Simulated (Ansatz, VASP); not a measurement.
KI in VASP and in Ansatz

INCAR

```
PREC     = Accurate       # precision mode
ENCUT    = 520            # plane-wave cutoff, eV
EDIFF    = 1E-7           # SCF threshold, eV
ISMEAR   = 0              # smearing method
SIGMA    = 0.05           # smearing width, eV
LREAL    = F              # projectors in reciprocal space
LASPH    = T              # aspherical terms in the spheres
NELM     = 60             # most SCF steps
ALGO     = Normal         # electronic algorithm
ISIF     = 2              # what is computed and relaxed
LWAVE    = F              # write WAVECAR
LCHARG   = F              # write CHGCAR
GGA      = PE             # functional
NBANDS   = 15             # bands
```

The input KPOINTS:

```
regular mesh
0
Gamma
  6 6 6
```

Contents of POSCAR:

```
KI
1.0
    0.0000000000      3.5396144312      3.5873258652
    3.5396144312      0.0000000000      3.5873258652
    3.5396144312      3.5396144312      0.0000000000
K I
1 1
Direct
   -0.0355696708     -0.0355696708      0.0355696708
    0.5109587445      0.5109587445      0.4890412555
```

Input for Ansatz:

```yaml
crystal:
  lattice:
    - [0.0, 3.5396144312, 3.5873258652]
    - [3.5396144312, 0.0, 3.5873258652]
    - [3.5396144312, 3.5396144312, 0.0]
  atoms:
    - { symbol: K, position: [-0.0355696708, -0.0355696708, 0.0355696708] }
    - { symbol: I, position: [0.5109587445, 0.5109587445, 0.4890412555] }
basis:
  ecutwfc: 420
kpoints:
  mp_grid: { grid: [6, 6, 6] }
hamiltonian:
  xc: pbe
scf:
  occupations: { method: gaussian, width: 0.05 }
output:
  forces: true
  stress: true
  eigenvalues: true
```

Change from the starting cell: mode 6 frozen in at -0.255 Å, equal normal strain along x and y -0.0133.

Alike in both runs: task single point; functional PBE; k mesh 6 × 6 × 6; occupations gaussian, width 0.05 eV; no spin polarisation.

```csv
,VASP,Ansatz
version,VASP 6.6.1,Ansatz 0.2.0
potentials or method,"VASP PAW PBE potentials, release 64 (K_sv, I), cutoff 520 eV","scalar-relativistic, plane waves, PAW"
valence electrons in the cell,16,26
```

Ansatz gave:

* gap on the k mesh at the Fermi level (eV): 3.95
* least direct gap on the mesh (eV): 3.95
* pressure (GPa): 0.7
* traceless stress, the component that is largest in VASP (GPa): 0.79
* rms of the force components (eV/Å): 0.217

Task: What did VASP give for the same quantities?

Result: gap on the k mesh at the Fermi level (eV): 3.94; least direct gap on the mesh (eV): 3.94; pressure (GPa): 0.8; traceless stress, the component that is largest in VASP (GPa): 0.80; rms of the force components (eV/Å): 0.219.

Atom by atom the forces differ by 0.002 eV/Å (rms over components). VASP's potentials hold 16 valence electrons a cell and Ansatz's 26, so a difference there can come from the potentials and not from the codes.

Spin-orbit coupling is off throughout.
